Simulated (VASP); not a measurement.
Write the native input for VASP 6.6.1 that does the following.

```
Task                   : single point
Functional             : LDA
Potentials or basis    : VASP PAW LDA potentials, release 64 (Zr_sv, In_d)
Cutoff                 : 520 eV
k mesh                 : 12 × 12 × 12
Occupations            : gaussian, width 0.1 eV
Spin                   : no spin polarisation
Dipole correction      : no
Further INCAR settings : ALGO = Normal; EDIFF = 1e-07; NBANDS = 20
```

The structure of ZrIn lies in POSCAR:

```
ZrIn
1.0
    1.6183000000      0.9343260000      5.1215830000
   -1.6183000000      0.9343260000      5.1215830000
    0.0000000000     -1.8686520000      5.1215830000
Zr In
1 1
Direct
    0.5000000000      0.5000000000      0.5000000000
    0.0000000000      0.0000000000      0.0000000000
```

These files were run (other wordings do the same):

INCAR

```
SYSTEM = ZrIn
ALGO = Normal
EDIFF = 1E-7
ENCUT = 520
ISIF = 2
ISMEAR = 0
LASPH = .True.
LCHARG = .False.
LREAL = .False.
LWAVE = .False.
NBANDS = 20
NELM = 100
PREC = Accurate
SIGMA = 0.1
```

KPOINTS

```
k-points
0
Gamma
  12 12 12
  0 0 0
```

Potentials or basis: VASP PAW LDA potentials, release 64 (Zr_sv, In_d).

The run is started by

```sh
$ cat potpaw_LDA.64/Zr_sv/POTCAR potpaw_LDA.64/In_d/POTCAR > POTCAR
$ mpirun -np 1 vasp_std > vasp.out
```

Results of the run:

```yaml
Pressure: -6.7 GPa
```

Wall time 9.9 min on 1 thread of Oxide Virtual Turin-like Processor (shared host), peak memory 0.31 GiB.
